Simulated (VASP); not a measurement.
# Au (P-1) in VASP: settings compared, part 2 of 2

VASP 6.6.1. Earlier steps stand in the parts before.

### Step 3. Single point, r2SCAN

POSCAR

```
Au
1.0
   -0.0417739400      1.9534674600      2.1836343100
    2.0212981700      0.0837522500      2.0581081200
    2.1322925200      1.9389356200     -0.0272421100
Au
1
Direct
    0.0000000000      0.0000000000      0.0000000000
```

INCAR.step1

```
PREC     = Accurate       # precision mode
ENCUT    = 520            # plane-wave cutoff, eV
ISMEAR   = 0              # smearing method
SIGMA    = 0.1            # smearing width, eV
LREAL    = F              # projectors in reciprocal space
LASPH    = T              # aspherical terms in the spheres
NELM     = 100            # most SCF steps
NBANDS   = 12             # bands
GGA      = PE             # functional
ALGO     = Normal         # electronic algorithm
EDIFF    = 1E-4           # SCF threshold, eV
LWAVE    = T              # write WAVECAR
LCHARG   = F              # write CHGCAR
```

INCAR.step2

```
PREC     = Accurate       # precision mode
ENCUT    = 520            # plane-wave cutoff, eV
EDIFF    = 1E-7           # SCF threshold, eV
ISMEAR   = 0              # smearing method
SIGMA    = 0.1            # smearing width, eV
LREAL    = F              # projectors in reciprocal space
LASPH    = T              # aspherical terms in the spheres
NELM     = 100            # most SCF steps
ALGO     = Normal         # electronic algorithm
ISIF     = 2              # what is computed and relaxed
LWAVE    = F              # write WAVECAR
LCHARG   = F              # write CHGCAR
METAGGA  = R2SCAN         # meta-GGA
LMIXTAU  = T            
NBANDS   = 12             # bands
ISTART   = 1
```

KPOINTS

```
regular mesh
0
Gamma
  8 9 8
```

Potentials or basis: VASP PAW PBE potentials, release 64 (Au).

The run is started by

```bash
cat potpaw_PBE.64/Au/POTCAR > POTCAR
cp INCAR.step1 INCAR
mpirun -np 1 vasp_std > vasp.out
cp INCAR.step2 INCAR
mpirun -np 1 vasp_std > vasp.out
```

OUTCAR:

```text
PREC = Accurate
   ENCUT = 520
   EDIFF = 1E-7
   ISMEAR = 0
   LREAL = F
   LASPH = T
   NELM = 100
   ISIF = 2
   METAGGA = R2SCAN
   ISTART = 1

 ion  position               nearest neighbor table
   1  0.000  0.000  0.000-

  LATTYP: Found a triclinic cell.
 ALAT       =     2.8821666957
 B/A-ratio  =     1.4567914347
 C/A-ratio  =     2.1503173586
 COS(alpha) =     0.0063561723
 COS(beta)  =     0.6252637844
 COS(gamma) =     0.7506669668

  Lattice vectors:

 A1 = (  -2.1322925200,  -1.9389356200,   0.0272421100)
 A2 = (  -4.1953646300,  -0.0692204100,   0.1527683000)
 A3 = (  -0.0274464700,  -5.7621182900,  -2.2819183900)

Analysis of symmetry for initial positions (statically):
=====================================================================
 Subroutine PRICEL returns:
 Original cell was already a primitive cell.

 Routine SETGRP: Setting up the symmetry group for a
 triclinic supercell.

 Subroutine GETGRP returns: Found  2 space group operations
 (whereof  2 operations were pure point group operations)
 out of a pool of  2 trial point group operations.

The static configuration has the point symmetry S_2 .

Analysis of symmetry for dynamics (positions and initial velocities):
=====================================================================
 Subroutine PRICEL returns:
 Original cell was already a primitive cell.

 Routine SETGRP: Setting up the symmetry group for a
 triclinic supercell.

 Subroutine GETGRP returns: Found  2 space group operations
 (whereof  2 operations were pure point group operations)
 out of a pool of  2 trial point group operations.

The dynamic configuration has the point symmetry S_2 .

 Subroutine INISYM returns: Found  2 space group operations
 (whereof  2 operations are pure point group operations),
 and found     1 'primitive' translations

----------------------------------------------------------------------------------------

                                     Primitive cell

[... 115 lines left out ...]
   AEXX    =    0.0000 exact exchange contribution
   IVDW    =     0    specifies the selected vdW correction
   LEPSILON=     F    determine dielectric tensor
   LRPA    =     F    only Hartree local field effects (RPA)
 non-spin polarized calculation
 Gauss-broadening in eV      SIGMA  =   0.10
  energy-cutoff  :      520.00
  volume of cell :       17.02
 maximum number of plane-waves:       470
 NGX is ok and might be reduce to    24
   NGX = 11   NGY = 11   NGZ = 11

 number of electron      11.0000001 magnetization

 Free energy of the ion-electron system (eV)
  ---------------------------------------------------
  ext. energy  EPLUGINS =         0.00000000
  ---------------------------------------------------
  free energy    TOTEN  =       -50.55045849 eV

  energy without entropy =      -50.54881988  energy(sigma->0) =      -50.54963918

 E-fermi :   9.2906     XC(G=0): -13.6318

 val. band max:        9.2720473355   @ k =   0.1250  -0.2222   0.2500
 cond. band min:       9.2983565009   @ k =   0.2500  -0.2222   0.1250
 fundamental gap:      0.0263091654
 Fermi energy:         9.2906402635

 k-point     1 :       0.0000    0.0000    0.0000
  band No.  band energies     occupation
      1      -0.7596      2.00000
      2       3.7476      2.00000
      3       4.3112      2.00000
      4       5.0558      2.00000
      5       5.4908      2.00000
      6       6.4241      2.00000
      7      24.7189      0.00000
      8      27.1403      0.00000
      9      28.6580      0.00000
     10      30.9639      0.00000
     11      34.1584      0.00000
     12      36.9739      0.00000
[... 331 lines left out ...]
 k-point    24 :       0.2500    0.3333    0.0000
  band No.  band energies     occupation
      1       2.1167      2.00000
      2       2.9568      2.00000
      3       4.9091      2.00000
      4       6.0047      2.00000
      5       6.5873      2.00000
      6       6.8069      2.00000
      7      22.5644      0.00000
      8      23.4067      0.00000
      9      23.9867      0.00000
     10      27.6226      0.00000
     11      29.8220      0.00000
     12      35.3994      0.00000

 [... further k-points ...]

------------------------ aborting loop because EDIFF is reached ----------------------------------------

  FORCE on cell =-STRESS in cart. coord.  units (eV):
  Direction    XX          YY          ZZ          XY          YZ          ZX
  --------------------------------------------------------------------------------------
  -------------------------------------------------------------------------------------
  Total        0.6392544      0.9450468      0.6370372     -0.2529901     -0.2154425      0.0997030
  in kB       60.1931862     88.9870724     59.9844091    -23.8219414    -20.2863954      9.3881891
  external PRESSURE =      69.7215559 kB  Pullay stress =       0.0000000 kB

 VOLUME and BASIS-vectors are now :
 -----------------------------------------------------------------------------
  energy-cutoff  :      520.00
  volume of cell :       17.02
      direct lattice vectors                 reciprocal lattice vectors
    -0.041773940  1.953467460  2.183634310    -0.234662037  0.261152018  0.219837759
     2.021298170  0.083752250  2.058108120     0.251959644 -0.273579504  0.249562852
     2.132292520  1.938935620 -0.027242110     0.225537383  0.264454851 -0.232265246

 POSITION                                       TOTAL-FORCE (eV/Angst)
 -----------------------------------------------------------------------------------
      0.00000      0.00000      0.00000         0.000000      0.000000     -0.000000
 -----------------------------------------------------------------------------------
    total drift:                                0.000000     -0.000000     -0.000000

  FREE ENERGIE OF THE ION-ELECTRON SYSTEM (eV)
  ---------------------------------------------------
  free  energy   TOTEN  =       -50.5504584851 eV

  energy  without entropy=      -50.5488198758  energy(sigma->0) =      -50.54963918
```

OUTCAR.step1:

```text
PREC = Accurate
   ENCUT = 520
   ISMEAR = 0
   LREAL = F
   LASPH = T
[... 581 lines left out ...]

 POSITION                                       TOTAL-FORCE (eV/Angst)
 -----------------------------------------------------------------------------------
      0.00000      0.00000      0.00000        -0.000000      0.000000     -0.000000
 -----------------------------------------------------------------------------------
    total drift:                               -0.000000      0.000000     -0.000000

  FREE ENERGIE OF THE ION-ELECTRON SYSTEM (eV)
  ---------------------------------------------------
  free  energy   TOTEN  =        -3.1590659228 eV

  energy  without entropy=       -3.1570739097  energy(sigma->0) =       -3.15806992
```

OSZICAR.step1:

```text
N       E                     dE             d eps       ncg     rms          rms(c)
DAV:   1     0.497450817247E+02    0.49745E+02   -0.55872E+03  7240   0.818E+02
DAV:   2    -0.274043218599E+01   -0.52486E+02   -0.49731E+02  8248   0.188E+02
DAV:   3    -0.342646396649E+01   -0.68603E+00   -0.68528E+00  8360   0.207E+01
DAV:   4    -0.342877086208E+01   -0.23069E-02   -0.23068E-02  8244   0.139E+00
DAV:   5    -0.342878778935E+01   -0.16927E-04   -0.16927E-04  8400   0.113E-01    0.952E+00
DAV:   6    -0.318049866091E+01    0.24829E+00   -0.65817E-01  7620   0.658E+00    0.606E+00
DAV:   7    -0.316134485171E+01    0.19154E-01   -0.64555E-02  8316   0.207E+00    0.281E+00
DAV:   8    -0.315907528985E+01    0.22696E-02   -0.16793E-03  7668   0.352E-01    0.238E-01
DAV:   9    -0.315906592275E+01    0.93671E-05   -0.77716E-06  4804   0.258E-02
   1 F= -.31590659E+01 E0= -.31580699E+01  d E =-.199201E-02
```

It took 2.8 min on 1 thread of Intel Xeon Platinum 8259CL at 2.50GHz (Skylake/Cascade Lake), shared host; peak memory 0.19 GiB.

Results:

```
Free energy : -50.5505 eV
Pressure    : 7.0 GPa
```

Caveat: the PAW data sets were made with another functional, which shifts forces and pressure a little; spin-orbit coupling is left out, which moves the levels of the heavy elements.

### Step 4. Single point, r2SCAN

POSCAR is that of step 3.

INCAR.step1

```
SYSTEM = Au
  PREC = Accurate
  ENCUT = 520
  ISMEAR = 0
  SIGMA = 0.1
  LREAL = .FALSE.
  LASPH = .TRUE.
  NELM = 60
  NBANDS = 12
  GGA = PE
  ALGO = Normal
  EDIFF = 1E-4
  LWAVE = .TRUE.
  LCHARG = .FALSE.
```

INCAR.step2

```
SYSTEM = Au
  PREC = Accurate
  ENCUT = 520
  EDIFF = 1E-6
  ISMEAR = 0
  SIGMA = 0.1
  LREAL = .FALSE.
  LASPH = .TRUE.
  NELM = 60
  ALGO = Normal
  ISIF = 2
  LWAVE = .FALSE.
  LCHARG = .FALSE.
  METAGGA = R2SCAN
  LMIXTAU = .TRUE.
  NBANDS = 12
  ISTART = 1
```

KPOINTS

```
Automatic mesh
0
G
  10 11 10
  0 0 0
```

The run is started by

```bash
cat potpaw_PBE.64/Au/POTCAR > POTCAR
cp INCAR.step1 INCAR
mpirun -np 1 vasp_std > vasp.out
cp INCAR.step2 INCAR
mpirun -np 1 vasp_std > vasp.out
```

Run time: 1.8 min. Hardware: 1 thread of Intel Xeon 6975P-C (Granite Rapids), shared host; peak memory 0.24 GiB.

It converged, with:

| Item | Value |
| --- | --- |
| Free energy | -50.5583 eV |
| Pressure | 6.8 GPa |

Stress tensor (GPa, compression positive):
```
 5.94 -1.93  0.61
-1.93  8.67 -2.16
 0.61 -2.16  5.73
```

Levels at points of the mesh, in eV from the Fermi level:
| k point | band 2 | band 3 | band 4 | band 5 | band 6 | band 7 | band 8 | band 9 | band 10 | band 11 |
| --- | --- | --- | --- | --- | --- | --- | --- | --- | --- | --- |
| (0.00, 0.00, 0.00) | -5.56 | -4.99 | -4.25 | -3.82 | -2.88 | 15.41 | 17.84 | 19.35 | 21.66 | 24.86 |
| (0.50, 0.00, 0.00) | -5.22 | -4.56 | -2.71 | -1.90 | -1.00 | 2.85 | 15.03 | 18.00 | 19.78 | 25.45 |
| (0.00, 0.00, 0.50) | -5.31 | -4.47 | -2.73 | -1.83 | -0.91 | 3.03 | 14.78 | 17.92 | 19.57 | 24.99 |
| (0.50, 0.00, 0.50) | -7.04 | -2.29 | -1.83 | -1.56 | 2.61 | 7.82 | 8.10 | 10.70 | 16.63 | 20.01 |

Caveat: the PAW data sets were made with another functional, which shifts forces and pressure a little; spin-orbit coupling is left out, which moves the levels of the heavy elements.

### Step 5. Single point, r2SCAN

POSCAR is that of step 4.

INCAR.step1

```
PREC = Accurate
ENCUT = 520
ISMEAR = 0
SIGMA = 0.1
LREAL = False
LASPH = True
NELM = 80
NBANDS = 12
GGA = PE
ALGO = Normal
EDIFF = 1E-4
LWAVE = True
LCHARG = False
```

INCAR.step2

```
PREC = Accurate
ENCUT = 520
EDIFF = 1E-7
ISMEAR = 0
SIGMA = 0.1
LREAL = False
LASPH = True
NELM = 80
ALGO = Normal
ISIF = 2
LWAVE = False
LCHARG = True
METAGGA = R2SCAN
LMIXTAU = True
LELF = True
LVHAR = True
NBANDS = 12
ISTART = 1
```

KPOINTS

```
regular mesh
0
Gamma
  12 13 12
```

The run is started by

```bash
cat potpaw_PBE.64/Au/POTCAR > POTCAR
cp INCAR.step1 INCAR
mpirun -np 1 vasp_std > vasp.out
cp INCAR.step2 INCAR
mpirun -np 1 vasp_std > vasp.out
```

It took 3.2 min on 1 thread of Intel Xeon 6975P-C (Granite Rapids), shared host; peak memory 0.3 GiB.

Results (log left out):

| Item | Value |
| --- | --- |
| Free energy | -50.5638 eV |
| Pressure | 6.7 GPa |

Stress tensor (GPa, compression positive):
```
 5.96 -1.66  0.22
-1.66  8.46 -2.09
 0.22 -2.09  5.71
```

Levels at points of the mesh, in eV from the Fermi level:
```tsv
k point	band 3	band 4	band 5	band 6	band 7	band 8	band 9	band 10
(0.00, 0.00, 0.00)	-5.03	-4.29	-3.85	-2.92	15.38	17.80	19.32	21.63
(0.50, 0.00, 0.00)	-4.59	-2.75	-1.94	-1.03	2.82	14.99	17.97	19.74
(0.00, 0.00, 0.50)	-4.51	-2.77	-1.86	-0.94	2.99	14.74	17.88	19.53
(0.50, 0.00, 0.50)	-2.32	-1.87	-1.59	2.57	7.78	8.06	10.67	16.59
```

Caveat: the PAW data sets were made with another functional, which shifts forces and pressure a little; spin-orbit coupling is left out, which moves the levels of the heavy elements.

### Step 6. Single point, r2SCAN

POSCAR is that of step 5.

INCAR.step1

```
SYSTEM = Au
ALGO     = Normal         ! electronic algorithm
EDIFF    = 1E-4           ! SCF threshold, eV
ENCUT    = 520            ! plane-wave cutoff, eV
GGA      = PE             ! functional
ISMEAR   = 0              ! smearing method
LASPH    = .TRUE.         ! aspherical terms in the spheres
LCHARG   = .FALSE.        ! write CHGCAR
LREAL    = .FALSE.        ! projectors in reciprocal space
LWAVE    = .TRUE.         ! write WAVECAR
NBANDS   = 12             ! bands
NELM     = 60             ! most SCF steps
PREC     = Accurate       ! precision mode
SIGMA    = 0.1            ! smearing width, eV
```

INCAR.step2

```
SYSTEM = Au
ALGO     = Normal         ! electronic algorithm
EDIFF    = 1E-7           ! SCF threshold, eV
ENCUT    = 520            ! plane-wave cutoff, eV
ISIF     = 2              ! what is computed and relaxed
ISMEAR   = 0              ! smearing method
ISTART   = 1            
LASPH    = .TRUE.         ! aspherical terms in the spheres
LCHARG   = .FALSE.        ! write CHGCAR
LMIXTAU  = .TRUE.       
LREAL    = .FALSE.        ! projectors in reciprocal space
LWAVE    = .FALSE.        ! write WAVECAR
METAGGA  = R2SCAN         ! meta-GGA
NBANDS   = 12             ! bands
NELM     = 60             ! most SCF steps
PREC     = Accurate       ! precision mode
SIGMA    = 0.1            ! smearing width, eV
```

KPOINTS

```
k-points
0
G
  15 16 15
  0 0 0
```

Potentials or basis: VASP PAW PBE potentials, release 64 (Au).

The run is started by

```bash
cat potpaw_PBE.64/Au/POTCAR > POTCAR
cp INCAR.step1 INCAR
mpirun -np 1 vasp_std > vasp.out
cp INCAR.step2 INCAR
mpirun -np 1 vasp_std > vasp.out
```

It took 6 min on 1 thread of Intel Xeon 6975P-C (Granite Rapids), shared host; peak memory 0.45 GiB.

Results (log left out):

* Free energy: -50.5715 eV
* Pressure: 6.7 GPa

Stress tensor (GPa, compression positive):
```
 6.81 -1.94  0.82
-1.94  7.10 -2.11
 0.82 -2.11  6.06
```

Levels at points of the mesh, in eV from the Fermi level:
```
           k point  band 2  band 3  band 4  band 5  band 6  band 7  band 8  band 9  band 10  band 11
(0.00, 0.00, 0.00)   -5.66   -5.09   -4.34   -3.91   -2.98   15.32   17.74   19.26    21.57    24.77
(0.00, 0.50, 0.00)   -5.69   -4.64   -2.23   -1.80   -0.19    4.33   13.56   15.40    18.76    23.72
```

Caveat: the PAW data sets were made with another functional, which shifts forces and pressure a little; spin-orbit coupling is left out, which moves the levels of the heavy elements.

### Step 7. Overview

```tsv
level	k mesh	smearing	gap on the mesh (eV)	pressure (GPa)
PBEsol	8 × 9 × 8	gaussian 0.05 eV	none	1.2
r2SCAN	8 × 9 × 8	gaussian 0.1 eV	none	7.0
r2SCAN	10 × 11 × 10	gaussian 0.1 eV	none	6.8
r2SCAN	12 × 13 × 12	gaussian 0.1 eV	none	6.7
r2SCAN	15 × 16 × 15	gaussian 0.1 eV	none	6.7
```

Alike in all rows: task single point; potentials or basis VASP PAW PBE potentials, release 64 (Au); no spin polarisation; cell as given; cutoff (eV) 520.

Every run on the cell as given and a fine mesh finds a metal. The pressure there spans 1.2 GPa (PBEsol) to 7.0 GPa (r2SCAN); a positive pressure means that this level wants a larger cell, a negative one a smaller.

Caveats: the PAW data sets were made with another functional, which shifts forces and pressure a little; spin-orbit coupling is left out, which moves the levels of the heavy elements.

Absolute energies hang on the potentials; compare differences alone.
